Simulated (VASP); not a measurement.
Input of a VASP 6.6.1 run:

Contents of INCAR:

```
  PREC = Accurate
  ENCUT = 520
  EDIFF = 1E-6
  ISMEAR = 0
  SIGMA = 0.1
  LREAL = False
  LASPH = True
  NELM = 80
  ALGO = Fast
  ISIF = 2
  LWAVE = False
  LCHARG = False
  GGA = PE
  NBANDS = 46
```

Contents of KPOINTS:

```
regular mesh
0
Gamma
  12 12 8
```

POSCAR

```
SiSn5
1.0
    5.7014089000      0.0000000000      0.0000000000
   -2.8507044500      4.9375649448      0.0000000000
    0.0000000000      0.0000000000      5.5086664987
Si Sn
1 5
Direct
    0.0000000000      0.0000000000      0.0000000000
    0.3333333333      0.6666666667      0.0000000000
    0.6666666667      0.3333333333      0.0000000000
    0.6776995008      0.6776995008      0.5000000000
    0.3223004992      0.0000000000      0.5000000000
    0.0000000000      0.3223004992      0.5000000000
```

Potentials or basis: VASP PAW PBE potentials, release 64 (Si, Sn_d).

Command:

```console
$ cat potpaw_PBE.64/Si/POTCAR potpaw_PBE.64/Sn_d/POTCAR > POTCAR
$ mpirun -np 1 vasp_std > vasp.out
```

**Question.** What does it give for the largest force?

**Answer.** 0.003 eV/Å.

**Question.** Estimate the band gap on the k mesh.

**Answer.** Zero (band 37 reaches 9.05 eV, above the bottom of band 38 at 5.99 eV).

**Question.** Estimate the pressure.

**Answer.** -0.1 GPa.

Forces on the atoms (eV/Å):
```
Si   0.000  0.000  0.000
Sn   0.000  0.000  0.000
Sn   0.000  0.000  0.000
Sn  -0.002 -0.003  0.000
Sn   0.003  0.000  0.000
Sn  -0.002  0.003  0.000
```

Caveat: spin-orbit coupling is left out, which moves the levels of the heavy elements.
